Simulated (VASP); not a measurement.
A run of VASP 6.6.1:

POSCAR

```
Li
1.0
    0.0000000000      2.2350300000      2.2350300000
    2.2350300000      0.0000000000      2.2350300000
    2.2350300000      2.2350300000      0.0000000000
Li
1
Direct
    0.0000000000      0.0000000000      0.0000000000
```

File INCAR.step1:

```
SYSTEM = Li
ALGO     = Normal         ! electronic algorithm
EDIFF    = 1E-5           ! SCF threshold, eV
ENCUT    = 830            ! plane-wave cutoff, eV
GGA      = PE             ! functional
GGA_COMPAT= .False.      
ISMEAR   = 0              ! smearing method
LASPH    = .True.         ! aspherical terms in the spheres
LCHARG   = .False.        ! write CHGCAR
LREAL    = .False.        ! projectors in reciprocal space
LWAVE    = .True.         ! write WAVECAR
NBANDS   = 8              ! bands
NELM     = 120            ! most SCF steps
PREC     = Accurate       ! precision mode
SIGMA    = 0.15           ! smearing width, eV
```

The input INCAR.step2:

```
SYSTEM = Li
ALGO     = Normal         ! electronic algorithm
EDIFF    = 1E-6           ! SCF threshold, eV
ENCUT    = 830            ! plane-wave cutoff, eV
GGA_COMPAT= .False.      
ISIF     = 2              ! what is computed and relaxed
ISMEAR   = 0              ! smearing method
ISTART   = 1            
LASPH    = .True.         ! aspherical terms in the spheres
LCHARG   = .False.        ! write CHGCAR
LMIXTAU  = .True.       
LREAL    = .False.        ! projectors in reciprocal space
LWAVE    = .False.        ! write WAVECAR
METAGGA  = R2SCAN         ! meta-GGA
NBANDS   = 8              ! bands
NELM     = 120            ! most SCF steps
PREC     = Accurate       ! precision mode
SIGMA    = 0.15           ! smearing width, eV
```

File KPOINTS:

```
k-points
0
Gamma
  18 18 18
  0 0 0
```

Potentials or basis: VASP PAW PBE potentials, release 64 (Li_sv).

The run is started by

```bash
$ cat potpaw_PBE.64/Li_sv/POTCAR > POTCAR
$ cp INCAR.step1 INCAR
$ mpirun -np 1 vasp_std > vasp.out
$ cp INCAR.step2 INCAR
$ mpirun -np 1 vasp_std > vasp.out
```

Hardware: 1 thread of AMD EPYC 7R13, with other jobs on the host.

**Question.** How long does it take, and how much memory?

**Answer.** Run time: 9.6 min on 1 thread of AMD EPYC 7R13, with other jobs on the host, peak memory 0.17 GiB. Counts: k points 195.
